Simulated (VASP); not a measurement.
MgTiC4N4, 10 atoms in the cell. The typed cell holds 10 atoms: a = 6.242 Å, b = 6.166 Å, c = 6.284 Å, α = 89.95°, β = 90.16°, γ = 90.28°. 

| Quantity | Value |
| --- | --- |
| Program | VASP 6.6.1 |
| Task | single point |
| Functional | PBE |
| Potentials or basis | VASP PAW PBE potentials, release 64 (Mg, Ti_sv, C, N) |
| Cutoff | 520 eV |
| k mesh | 2 × 2 × 2 |
| Occupations | gaussian, width 0.1 eV |
| Spin | collinear spin |
| Starting moments | [0.0, 1.13, 0.0, 0.0, 0.0, 0.0, 0.0, 0.0, 0.0, 0.0] μB |
| Dipole correction | no |
| Further INCAR settings | ALGO = Normal; EDIFF = 1e-06; NBANDS = 40 |

Potentials or basis: VASP PAW PBE potentials, release 64 (Mg, Ti_sv, C, N).

Run with:

```sh
$ cat potpaw_PBE.64/Mg/POTCAR potpaw_PBE.64/Ti_sv/POTCAR potpaw_PBE.64/C/POTCAR potpaw_PBE.64/N/POTCAR > POTCAR
$ mpirun -np 1 vasp_std > vasp.out
```

Hardware: 1 thread of Intel(R) Xeon(R) 6975P-C (Granite Rapids) (shared host).

Estimate the wall time of this run.

Wall time 85 s on 1 thread of Intel(R) Xeon(R) 6975P-C (Granite Rapids), on a shared host, peak memory 0.46 GiB. Counts: scf iterations 18, k points 8.
